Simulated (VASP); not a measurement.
# P (Imma) in VASP: further runs

P is run at these levels: PBEsol+D3(BJ); tasks: single point.

Program: VASP 6.6.1. These are calculated values, not measurements. Logs are shortened: lines on timing, memory, paths and dates and some standing lists are left out, and cuts for length are marked.

### 1 The cell of the first run

Symmetry: Imma, No. 74, orthorhombic system. Conventional cell: a = 3.383 Å, b = 5.030 Å, c = 3.718 Å, α = 90.00°, β = 90.00°, γ = 90.00°. Within 3.0 Å of P (site symmetry mm2) lie 6 P at 2.24 to 2.82 Å.

### 2 Single point, PBEsol+D3(BJ)

File INCAR:

```
SYSTEM = P
PREC = Accurate
ENCUT = 520
EDIFF = 1E-7
ISMEAR = 0
SIGMA = 0.15
LREAL = .FALSE.
LASPH = .TRUE.
NELM = 100
ALGO = Normal
ISIF = 2
LWAVE = .FALSE.
LCHARG = .FALSE.
GGA = PS
IVDW = 12
NBANDS = 12
```

File KPOINTS:

```
regular mesh
0
G
  18 18 18
  0 0 0
```

File POSCAR:

```
P
1.0
   -1.6915100431      2.5151650373      1.8589441358
    1.6915100431     -2.5151650373      1.8589441358
    1.6915100431      2.5151650373     -1.8589441358
P
2
Direct
    0.8033091100      0.0533091100      0.7500000000
    0.1966908900      0.9466908900      0.2500000000
```

Potentials or basis: VASP PAW PBE potentials, release 64 (P).

Started as:

```bash
> cat potpaw_PBE.64/P/POTCAR > POTCAR
> mpirun -np 1 vasp_std > vasp.out
```

OUTCAR:

```text
SYSTEM = P
   PREC = Accurate
   ENCUT = 520
   EDIFF = 1E-7
   ISMEAR = 0
   LREAL = .FALSE.
   LASPH = .TRUE.
   NELM = 100
   ISIF = 2
   GGA = PS
   IVDW = 12
 IVDW          = 12

 ion  position               nearest neighbor table
   1  0.803  0.053  0.750-   2 2.24   2 2.24   2 2.55   2 2.55   2 2.82   2 2.82
   2  0.197  0.947  0.250-   1 2.24   1 2.24   1 2.55   1 2.55   1 2.82   1 2.82

  LATTYP: Found a body centered orthorhombic cell.
 ALAT       =     3.3830200862
 B/A-ratio  =     1.0989849829
 C/A-ratio  =     1.4869347348

  Lattice vectors:

 A1 = (   1.6915100431,  -2.5151650373,  -1.8589441358)
 A2 = (  -1.6915100431,  -2.5151650373,   1.8589441358)
 A3 = (  -1.6915100431,   2.5151650373,  -1.8589441358)

Analysis of symmetry for initial positions (statically):
=====================================================================
 Subroutine PRICEL returns:
 Original cell was already a primitive cell.

 Routine SETGRP: Setting up the symmetry group for a
 body centered orthorhombic supercell.

 Subroutine GETGRP returns: Found  8 space group operations
 (whereof  4 operations were pure point group operations)
 out of a pool of  8 trial point group operations.

The static configuration has the point symmetry C_2h.
 The point group associated with its full space group is D_2h.

Analysis of symmetry for dynamics (positions and initial velocities):
=====================================================================
 Subroutine PRICEL returns:
 Original cell was already a primitive cell.

 Routine SETGRP: Setting up the symmetry group for a
 body centered orthorhombic supercell.

 Subroutine GETGRP returns: Found  8 space group operations
 (whereof  4 operations were pure point group operations)
 out of a pool of  8 trial point group operations.

The dynamic configuration has the point symmetry C_2h.
 The point group associated with its full space group is D_2h.

 Subroutine INISYM returns: Found  8 space group operations
 (whereof  4 operations are pure point group operations),
 and found     1 'primitive' translations

----------------------------------------------------------------------------------------

                                     Primitive cell

  volume of cell :      31.6350

  direct lattice vectors                    reciprocal lattice vectors
    -1.691510043  2.515165037  1.858944136     0.000000000  0.198794112  0.268969890
[... 96 lines left out ...]
   PSTRESS=    0.0 pullay stress
   NELECT =      10.0000    total number of electrons
   NUPDOWN=      -1.0000    fix difference up-down
   EMIN   =  10.00;   EMAX   =-10.00  energy-range for DOS
   EFERMI =   0.00;   METHOD = LEGACY
   ISMEAR =     0;   SIGMA  =   0.15  broadening in eV -4-tet -1-fermi 0-gaus
   EFERMI_NEDOS =   21; number of points for ismear=-14 and -15
   IALGO  =     38    algorithm
   IMIX   =      4    mixing-type and parameters
     AMIX     =   0.40;   BMIX     =  1.00
     AMIX_MAG =   1.60;   BMIX_MAG =  1.00
  volume/ion in A,a.u.               =      15.82       106.74
  Fermi-wavevector in a.u.,A,eV,Ry     =   1.115199  2.107421 16.921141  1.243669
  Thomas-Fermi vector in A             =   2.251801
   LORBIT       =      0    0 simple, 1 ext, 2 COOP (PROOUT), +10 PAW based schemes
   GGA     = PS    functional components
   LHFCALC =     F    Hartree Fock is set to
   AEXX    =    0.0000 exact exchange contribution
   IVDW    =    12    specifies the selected vdW correction
   LEPSILON=     F    determine dielectric tensor
   LRPA    =     F    only Hartree local field effects (RPA)
 non-spin polarized calculation
 Gauss-broadening in eV      SIGMA  =   0.15
  energy-cutoff  :      520.00
  volume of cell :       31.63
 maximum number of plane-waves:       868
   NGX = 13   NGY = 13   NGZ = 13

 number of electron      10.0000000 magnetization

 number of electron       9.9999999 magnetization

 Free energy of the ion-electron system (eV)
  ---------------------------------------------------
  ext. energy  EPLUGINS =         0.00000000
  ---------------------------------------------------
  free energy    TOTEN  =       -11.54908280 eV

  energy without entropy =      -11.54659957  energy(sigma->0) =      -11.54784118

 E-fermi :   8.9585     XC(G=0): -10.9673

 val. band max:        8.9446052729   @ k =   0.2778  -0.2778   0.0556
 cond. band min:       8.9708134392   @ k =  -0.4444   0.2778   0.0556
 fundamental gap:      0.0262081663
 Fermi energy:         8.9584565348

 k-point     1 :       0.0000    0.0000    0.0000
  band No.  band energies     occupation
      1      -7.4843      2.00000
      2       5.8335      2.00000
      3       5.9097      2.00000
      4       6.1036      2.00000
      5       6.7555      2.00000
      6      10.3615      0.00000
      7      11.2946      0.00000
      8      13.0953      0.00000
      9      14.0612      0.00000
     10      15.3499      0.00000
     11      15.7914      0.00000
     12      15.9271      0.00000
[... 331 lines left out ...]
 k-point    24 :      -0.2778    0.0556   -0.0000
  band No.  band energies     occupation
      1      -6.6284      2.00000
      2       1.2380      2.00000
      3       5.3813      2.00000
      4       6.7948      2.00000
      5       8.1226      2.00000
      6      10.1081      0.00000
      7      10.6456      0.00000
      8      11.6566      0.00000
      9      14.6721      0.00000
     10      15.2653      0.00000
     11      16.4759      0.00000
     12      19.5456      0.00000

 [... further k-points ...]

------------------------ aborting loop because EDIFF is reached ----------------------------------------

 Edisp (eV)   -0.71458

 E8    (eV) :    -0.4237

  FORCE on cell =-STRESS in cart. coord.  units (eV):
  Direction    XX          YY          ZZ          XY          YZ          ZX
  --------------------------------------------------------------------------------------
  -------------------------------------------------------------------------------------
  Total      -0.70893    -1.05323    -0.87482     0.00000     0.00000     0.00000
  in kB     -35.90446   -53.34161   -44.30573     0.00000     0.00000     0.00000
  external pressure =      -44.52 kB  Pullay stress =        0.00 kB

 VOLUME and BASIS-vectors are now :
 -----------------------------------------------------------------------------
  energy-cutoff  :      520.00
  volume of cell :       31.63
      direct lattice vectors                 reciprocal lattice vectors
    -1.691510043  2.515165037  1.858944136     0.000000000  0.198794112  0.268969890
     1.691510043 -2.515165037  1.858944136     0.295593870  0.000000000  0.268969890
     1.691510043  2.515165037 -1.858944136     0.295593870  0.198794112  0.000000000

 POSITION                                       TOTAL-FORCE (eV/Angst)
 -----------------------------------------------------------------------------------
      0.00000      3.77275      0.19820         0.000000     -0.000000     -0.376995
      1.69151     -1.25758      1.66075        -0.000000      0.000000      0.376995
 -----------------------------------------------------------------------------------
    total drift:                                0.000000     -0.000000     -0.000000

  FREE ENERGIE OF THE ION-ELECTRON SYSTEM (eV)
  ---------------------------------------------------
  free  energy   TOTEN  =       -12.2636622459 eV

  energy  without entropy=      -12.2611790083  energy(sigma->0) =      -12.26242063
```

stdout:

```text
POSCAR found type information on POSCAR P
 POSCAR found :  1 types and       2 ions
 scaLAPACK will be used
 -----------------------------------------------------------------------------
|                                                                             |
|                                                                             |
|     You enforced a specific xc type in the INCAR file but a different       |
|     I HOPE YOU KNOW WHAT YOU ARE DOING!                                     |
|                                                                             |
 -----------------------------------------------------------------------------

 LDA part: xc-table for (Slater+PW92), standard interpolation
 POSCAR, INCAR and KPOINTS ok, starting setup
 FFT: planning ... GRIDC
 FFT: planning ... GRID_SOFT
 FFT: planning ... GRID
 WAVECAR not read
 entering main loop
```

Run time: 2.6 min. Hardware: 1 thread of Intel Xeon 6975P-C (Granite Rapids), shared host; peak memory 0.36 GiB.

What came out:

```yaml
Free_energy: -12.2637 eV
Pressure: -4.5 GPa
Largest_force: 0.377 eV/Å
Band_gap_on_the_k_mesh: zero (bands 5 and 6 overlap by 1.07 eV)
Dispersion_energy_per_atom: -0.357 eV
```

Forces in eV/Å, atoms in the order of the input:
```
P    0.000  0.000 -0.377
P    0.000  0.000  0.377
```

Levels at points of the mesh, in eV from the Fermi level:
```csv
k point,band 1,band 2,band 3,band 4,band 5,band 6,band 7,band 8,band 9,band 10
"(0.00, 0.00, 0.00)",-16.44,-3.12,-3.05,-2.85,-2.20,1.40,2.34,4.14,5.10,6.39
"(0.50, 0.00, 0.00)",-13.91,-11.15,-3.25,-1.79,-1.60,0.34,0.76,1.83,9.06,9.32
"(0.00, 0.50, 0.00)",-12.42,-10.18,-6.50,-5.48,-5.18,0.25,6.85,7.12,8.71,9.47
"(0.50, 0.50, 0.00)",-12.33,-12.33,-3.42,-3.42,-0.09,-0.09,0.16,0.16,10.36,10.36
"(0.50, 0.50, 0.50)",-13.01,-8.51,-7.87,-5.32,-5.13,0.02,6.59,8.43,8.70,9.20
```

Caveat: the cell stands under tension; the PAW data sets were made with another functional, which shifts forces and pressure a little.

### 3 Single point, PBEsol+D3(BJ)

File INCAR:

```
PREC = Accurate
ENCUT = 520
EDIFF = 1E-6
ISMEAR = 0
SIGMA = 0.15
LREAL = F
LASPH = T
NELM = 100
ALGO = Normal
ISIF = 2
LWAVE = F
LCHARG = T
GGA = PS
IVDW = 12
LELF = T
LVHAR = T
NBANDS = 12
```

File KPOINTS:

```
Automatic mesh
0
Gamma
  20 20 20
```

POSCAR is that of step 2.

Potentials or basis: VASP PAW PBE potentials, release 64 (P).

Started as:

```bash
> cat potpaw_PBE.64/P/POTCAR > POTCAR
> mpirun -np 1 vasp_std > vasp.out
```

It took 3.4 min on 1 thread of Intel Xeon 6975P-C (Granite Rapids), shared host; peak memory 0.43 GiB.

It converged, with:

```
Free energy                : -12.2638 eV
Pressure                   : -4.4 GPa
Largest force              : 0.376 eV/Å
Band gap on the k mesh     : zero (bands 5 and 6 overlap by 1.20 eV)
Dispersion energy per atom : -0.357 eV
```

Forces on the atoms (eV/Å):
```
P    0.000  0.000 -0.376
P    0.000  0.000  0.376
```

Stress tensor (GPa, compression positive):
```
-3.61  0.00  0.00
 0.00 -5.30  0.00
 0.00  0.00 -4.44
```

Levels at points of the mesh, in eV from the Fermi level:
```
           k point  band 1  band 2  band 3  band 4  band 5  band 6  band 7  band 8  band 9  band 10
(0.00, 0.00, 0.00)  -16.44   -3.12   -3.05   -2.85   -2.20    1.40    2.34    4.14    5.10     6.39
(0.50, 0.00, 0.00)  -13.91  -11.15   -3.25   -1.79   -1.60    0.34    0.76    1.83    9.06     9.33
(0.00, 0.50, 0.00)  -12.42  -10.18   -6.50   -5.48   -5.18    0.25    6.85    7.13    8.71     9.48
(0.50, 0.50, 0.00)  -12.33  -12.33   -3.42   -3.42   -0.09   -0.09    0.16    0.16   10.36    10.36
(0.50, 0.50, 0.50)  -13.01   -8.51   -7.87   -5.32   -5.13    0.02    6.59    8.43    8.70     9.21
```

Caveat: the cell stands under tension; the PAW data sets were made with another functional, which shifts forces and pressure a little.

The gap in the log of VASP goes by the Fermi energy; the results here count the filled bands.